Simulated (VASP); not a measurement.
# SnTe (P1) in VASP: further runs

SnTe is run at these levels: PBE; tasks: single point.

Everything below comes from runs of VASP 6.6.1. Logs are shortened: lines on timing, memory, paths and dates and some standing lists are left out, and cuts for length are marked.

### Step 1. The cell of the first run

The typed cell holds 16 atoms: a = 9.103 Å, b = 9.103 Å, c = 9.103 Å, α = 60.00°, β = 60.00°, γ = 60.00°.

### Step 2. Single point, PBE

Contents of INCAR:

```
PREC = Accurate
ENCUT = 520
EDIFF = 1E-7
ISMEAR = -1
SIGMA = 0.112
LREAL = Auto
LASPH = True
NELM = 60
ALGO = Normal
ISIF = 2
LWAVE = False
LCHARG = True
GGA = PE
LELF = True
LVHAR = True
NBANDS = 94
```

Contents of KPOINTS:

```
Automatic mesh
0
Gamma
  2 2 2
```

Contents of POSCAR:

```
SnTe
1.0
    0.0000000000      6.4365350000      6.4365350000
    6.4365350000      0.0000000000      6.4365350000
    6.4365350000      6.4365350000      0.0000000000
Sn Te
8 8
Direct
   -0.0044597753      0.0146980479     -0.0176111060
   -0.0044217114      0.0025380892      0.4946586168
    0.0000835853      0.4702823802      0.0242914860
   -0.0115144251      0.5176089309      0.5010532841
    0.5055671258     -0.0210399695      0.0086154274
    0.4986947946     -0.0084575785      0.4830405645
    0.5030464373      0.5059447358      0.0031546476
    0.4629315307      0.5082433328      0.5126811242
    0.2436012544      0.2701667901      0.2468632579
    0.2480403664      0.2390900539      0.7701587112
    0.2684597380      0.7427035664      0.2543137729
    0.2457231259      0.7183510227      0.7682076614
    0.7475747432      0.2239748560      0.2366534168
    0.7285387246      0.3079201775      0.7080483521
    0.7376370205      0.7610078249      0.2763824791
    0.7681315335      0.7433924464      0.7300598070
```

Potentials or basis: VASP PAW PBE potentials, release 64 (Sn_d, Te).

On the command line:

```sh
$ cat potpaw_PBE.64/Sn_d/POTCAR potpaw_PBE.64/Te/POTCAR > POTCAR
$ mpirun -np 1 vasp_std > vasp.out
```

OUTCAR:

```text
PREC = Accurate
   ENCUT = 520
   EDIFF = 1E-7
   ISMEAR = -1
   LREAL = Auto
   LASPH = True
   NELM = 60
   ISIF = 2
   GGA = PE

 ion  position               nearest neighbor table
   1  0.996  0.015  0.982-  13 2.99  10 3.08  12 3.31  15 3.31  14 3.49  11 3.51
   2  0.996  0.003  0.495-  16 3.14  11 3.23  13 3.27   9 3.32  14 3.37  12 3.38
   3  0.000  0.470  0.024-   9 3.02  10 3.13  12 3.18  13 3.23  16 3.40  15 3.50
   4  0.988  0.518  0.501-  16 2.93  14 3.04  15 3.06   9 3.23  11 3.26  10 3.41
   5  0.506  0.979  0.009-  11 3.05  10 3.20  15 3.23  16 3.32   9 3.42  14 3.59
   6  0.499  0.992  0.483-  15 2.82  13 3.10   9 3.18  16 3.33  12 3.39  10 3.45
[... 8 lines left out ...]
  15  0.738  0.761  0.276-   6 2.82   4 3.06   5 3.23   1 3.31   8 3.41   3 3.50
  16  0.768  0.743  0.730-   4 2.93   2 3.14   7 3.24   5 3.32   6 3.33   3 3.40

  LATTYP: Found a face centered cubic cell.
 ALAT       =    12.8730700000

  Lattice vectors:

 A1 = (   0.0000000000,   6.4365350000,   6.4365350000)
 A2 = (   6.4365350000,   0.0000000000,   6.4365350000)
 A3 = (   6.4365350000,   6.4365350000,   0.0000000000)

Analysis of symmetry for initial positions (statically):
=====================================================================
 Subroutine PRICEL returns:
 Original cell was already a primitive cell.

 Routine SETGRP: Setting up the symmetry group for a
 face centered cubic supercell.

 Subroutine GETGRP returns: Found  1 space group operations
 (whereof  1 operations were pure point group operations)
 out of a pool of 48 trial point group operations.

The static configuration has the point symmetry C_1 .

Analysis of symmetry for dynamics (positions and initial velocities):
=====================================================================
 Subroutine PRICEL returns:
 Original cell was already a primitive cell.

 Routine SETGRP: Setting up the symmetry group for a
 face centered cubic supercell.

 Subroutine GETGRP returns: Found  1 space group operations
 (whereof  1 operations were pure point group operations)
 out of a pool of 48 trial point group operations.

The dynamic configuration has the point symmetry C_1 .

 Subroutine INISYM returns: Found  1 space group operations
 (whereof  1 operations are pure point group operations),
 and found     1 'primitive' translations

----------------------------------------------------------------------------------------

                                     Primitive cell

  volume of cell :     533.3182

  direct lattice vectors                    reciprocal lattice vectors
     0.000000000  6.436535000  6.436535000    -0.077681548  0.077681548  0.077681548
     6.436535000  0.000000000  6.436535000     0.077681548 -0.077681548  0.077681548
     6.436535000  6.436535000  0.000000000     0.077681548  0.077681548 -0.077681548

  length of vectors
     9.102635092  9.102635092  9.102635092     0.134548387  0.134548387  0.134548387

  position of ions in fractional coordinates (direct lattice)
     0.995540225  0.014698048  0.982388894
     0.995578289  0.002538089  0.494658617
     0.000083585  0.470282380  0.024291486
     0.988485575  0.517608931  0.501053284
     0.505567126  0.978960030  0.008615427
     0.498694795  0.991542422  0.483040565
[... 8 lines left out ...]
     0.737637021  0.761007825  0.276382479
     0.768131533  0.743392446  0.730059807

  ion indices of the primitive-cell ions
   primitive index   ion index
                 1           1
                 2           2
                 3           3
                 4           4
                 5           5
                 6           6
[... 8 lines left out ...]
                15          15
                16          16

----------------------------------------------------------------------------------------

 KPOINTS: Automatic mesh

Automatic generation of k-mesh.
 Grid dimensions read from file:
 generate k-points for:    2    2    2

 Generating k-lattice:

  Cartesian coordinates                     Fractional coordinates (reciprocal lattice)
    -0.038840774  0.038840774  0.038840774     0.500000000  0.000000000  0.000000000
     0.038840774 -0.038840774  0.038840774     0.000000000  0.500000000  0.000000000
     0.038840774  0.038840774 -0.038840774     0.000000000  0.000000000  0.500000000

  Length of vectors
     0.067274194  0.067274194  0.067274194

  Shift w.r.t. Gamma in fractional coordinates (k-lattice)
     0.000000000  0.000000000  0.000000000

 Subroutine IBZKPT returns following result:
 ===========================================

 Found      8 irreducible k-points:

 Following reciprocal coordinates:
            Coordinates               Weight
  0.000000  0.000000  0.000000      1.000000
  0.500000  0.000000  0.000000      1.000000
  0.000000  0.500000  0.000000      1.000000
  0.000000  0.000000  0.500000      1.000000
  0.500000  0.500000  0.500000      1.000000
  0.500000  0.500000  0.000000      1.000000
  0.000000  0.500000  0.500000      1.000000
  0.500000  0.000000  0.500000      1.000000
   k-points           NKPTS =      8   k-points in BZ     NKDIM =      8   number of bands    NBANDS=     94
   number of dos      NEDOS =    301   number of ions     NIONS =     16
   total plane-waves  NPLWV = 343000
   dimension x,y,z NGX =    70 NGY =   70 NGZ =   70
   dimension x,y,z NGXF=   140 NGYF=  140 NGZF=  140
   ions per type =               8   8
   NGX,Y,Z   is equivalent  to a cutoff of  12.78, 12.78, 12.78 a.u.
   NGXF,Y,Z  is equivalent  to a cutoff of  25.57, 25.57, 25.57 a.u.
 SYSTEM =  unknown system
   PREC   = accura    normal or accurate (medium, high low for compatibility)
   ISTART =      0    job   : 0-new  1-cont  2-samecut
   ICHARG =      2    charge: 1-file 2-atom 10-const
   ISPIN  =      1    spin polarized calculation?
   LNONCOLLINEAR =      F non collinear calculations
   LSORBIT =      F    spin-orbit coupling
   LASPH  =      T    aspherical Exc in radial PAW
   ENCUT  =  520.0 eV  38.22 Ry    6.18 a.u.  16.92 16.92 16.92*2*pi/ulx,y,z
   NELM   =     60;   NELMIN=  2; NELMDL= -5     # of ELM steps
   EDIFF  = 0.1E-06   stopping-criterion for ELM
   LREAL  =      T    real-space projection
   EDIFFG = 0.1E-05   stopping-criterion for IOM
   NSW    =      0    number of steps for IOM
   IBRION =     -1    ionic relax: 0-MD 1-quasi-New 2-CG
   NFREE  =      0    steps in history (QN), initial steepest desc. (CG)
   ISIF   =      2    stress and relaxation
   ISYM   =      2    0-nonsym 1-usesym 2-fastsym
   POTIM  = 0.5000    time-step for ionic-motion
   TEBEG  =    0.0;   TEEND  =   0.0 temperature during run
   PSTRESS=    0.0 pullay stress
   NELECT =     160.0000    total number of electrons
   NUPDOWN=      -1.0000    fix difference up-down
   EMIN   =  10.00;   EMAX   =-10.00  energy-range for DOS
   EFERMI =   0.00;   METHOD = LEGACY
   ISMEAR =    -1;   SIGMA  =   0.11  broadening in eV -4-tet -1-fermi 0-gaus
   EFERMI_NEDOS =   21; number of points for ismear=-14 and -15
   IALGO  =     38    algorithm
   IMIX   =      4    mixing-type and parameters
     AMIX     =   0.40;   BMIX     =  1.00
     AMIX_MAG =   1.60;   BMIX_MAG =  1.00
  volume/ion in A,a.u.               =      33.33       224.94
  Fermi-wavevector in a.u.,A,eV,Ry     =   1.095938  2.071023 16.341690  1.201080
  Thomas-Fermi vector in A             =   2.232271
   LORBIT       =      0    0 simple, 1 ext, 2 COOP (PROOUT), +10 PAW based schemes
   GGA     = PE    functional components
   LHFCALC =     F    Hartree Fock is set to
   AEXX    =    0.0000 exact exchange contribution
   IVDW    =     0    specifies the selected vdW correction
   LEPSILON=     F    determine dielectric tensor
   LRPA    =     F    only Hartree local field effects (RPA)
 non-spin polarized calculation
  energy-cutoff  :      520.00
  volume of cell :      533.32
 maximum number of plane-waves:     14398
 NGX is ok and might be reduce to    70
   NGX = 33   NGY = 33   NGZ = 33

 number of electron     160.0000005 magnetization

 Free energy of the ion-electron system (eV)
  ---------------------------------------------------
  ext. energy  EPLUGINS =         0.00000000
  ---------------------------------------------------
  free energy    TOTEN  =       -59.66034446 eV

  energy without entropy =      -59.57074817  energy(sigma->0) =      -59.61554632

 E-fermi :   6.1277     XC(G=0):  -9.2024

 val. band max:        6.0028957909   @ k =   0.0000   0.0000   0.0000
 cond. band min:       6.3059063741   @ k =   0.0000   0.0000   0.0000
 fundamental gap:      0.3030105831
 Fermi energy:         6.1277023984

 k-point     1 :       0.0000    0.0000    0.0000
  band No.  band energies     occupation
      1     -15.8041      2.00000
      2     -15.8006      2.00000
      3     -15.8000      2.00000
      4     -15.7963      2.00000
      5     -15.7925      2.00000
      6     -15.7913      2.00000
[... 84 lines left out ...]
     91       6.9295      0.00155
     92       6.9794      0.00100

 k-point     2 :       0.5000    0.0000    0.0000
  band No.  band energies     occupation
      1     -15.8037      2.00000
      2     -15.8003      2.00000
      3     -15.7985      2.00000
      4     -15.7978      2.00000
      5     -15.7922      2.00000
      6     -15.7912      2.00000
[... 559 lines left out ...]
     91       7.6545      0.00000
     92       8.5723      0.00000

 k-point     8 :       0.5000    0.0000    0.5000
  band No.  band energies     occupation
      1     -15.8040      2.00000
      2     -15.8004      2.00000
      3     -15.7998      2.00000
      4     -15.7962      2.00000
      5     -15.7924      2.00000
      6     -15.7912      2.00000
[... 84 lines left out ...]
     91       7.8827      0.00000
     92       8.2444      0.00000
 [bands above 92 left out]

------------------------ aborting loop because EDIFF is reached ----------------------------------------

  FORCE on cell =-STRESS in cart. coord.  units (eV):
  Direction    XX          YY          ZZ          XY          YZ          ZX
  --------------------------------------------------------------------------------------
  -------------------------------------------------------------------------------------
  Total        3.3244764      1.4385542     -0.3453367      0.2195588     -0.1558123      0.5936795
  in kB        9.9872848      4.3216581     -1.0374494      0.6595914     -0.4680863      1.7835127
  external PRESSURE =       4.4238312 kB  Pullay stress =       0.0000000 kB

 VOLUME and BASIS-vectors are now :
 -----------------------------------------------------------------------------
  energy-cutoff  :      520.00
  volume of cell :      533.32
      direct lattice vectors                 reciprocal lattice vectors
     0.000000000  6.436535000  6.436535000    -0.077681548  0.077681548  0.077681548
     6.436535000  0.000000000  6.436535000     0.077681548 -0.077681548  0.077681548
     6.436535000  6.436535000  0.000000000     0.077681548  0.077681548 -0.077681548

 POSITION                                       TOTAL-FORCE (eV/Angst)
 -----------------------------------------------------------------------------------
      6.41778     12.73101      6.50243        -0.118392     -0.220957     -0.278252
      3.20022      9.59196      6.42441         0.248492      0.106265     -0.004437
      3.18334      0.15689      3.02753        -0.155751     -0.359896      0.133589
      6.55666      9.58747      9.69403        -0.493707      0.175140     -0.283544
      6.35656      3.30955      9.55521         0.098003     -0.138631      0.234037
      9.49120      6.31897      9.59196         0.802854      0.175425     -0.261799
[... 8 lines left out ...]
      6.67720      6.52677      9.64608        -1.158193     -0.285074      0.040356
      9.48393      9.64316      9.72898         0.906951     -0.017751      0.022783
 -----------------------------------------------------------------------------------
    total drift:                               -0.004320      0.025735     -0.008133

  FREE ENERGIE OF THE ION-ELECTRON SYSTEM (eV)
  ---------------------------------------------------
  free  energy   TOTEN  =       -59.6603444630 eV

  energy  without entropy=      -59.5707481749  energy(sigma->0) =      -59.61554632
```

Run time: 7.3 min. Hardware: 1 thread of Intel Xeon 6975P-C (Granite Rapids), shared host; peak memory 0.8 GiB.

Results:

```yaml
Free_energy: -59.6603 eV
Pressure: 0.4 GPa
Largest_force: 1.353 eV/Å
Band_gap_on_the_k_mesh: 0.30 eV, direct
```

Forces in eV/Å, atoms in the order of the input:
```
Sn  -0.118 -0.221 -0.278
Sn   0.248  0.106 -0.004
Sn  -0.156 -0.360  0.134
Sn  -0.494  0.175 -0.284
Sn   0.098 -0.139  0.234
Sn   0.803  0.175 -0.262
Sn  -0.241 -0.214 -0.093
Sn  -0.045  0.349  0.064
Te  -0.455  0.256 -0.074
Te   0.161 -0.048  0.116
Te   0.185 -1.062  0.187
Te   0.116 -0.384  0.282
Te   0.477  0.401  0.255
Te  -0.328  1.268 -0.340
Te  -1.158 -0.285  0.040
Te   0.907 -0.018  0.023
```

Caveat: the k points lie up to 0.42 Å⁻¹ apart; spin-orbit coupling is left out, which moves the levels of the heavy elements; forces of over 1 eV/Å act on the atoms, so gaps and moduli don't describe the material at rest. A k mesh can miss the band edges.

[end of part 1 of 2]
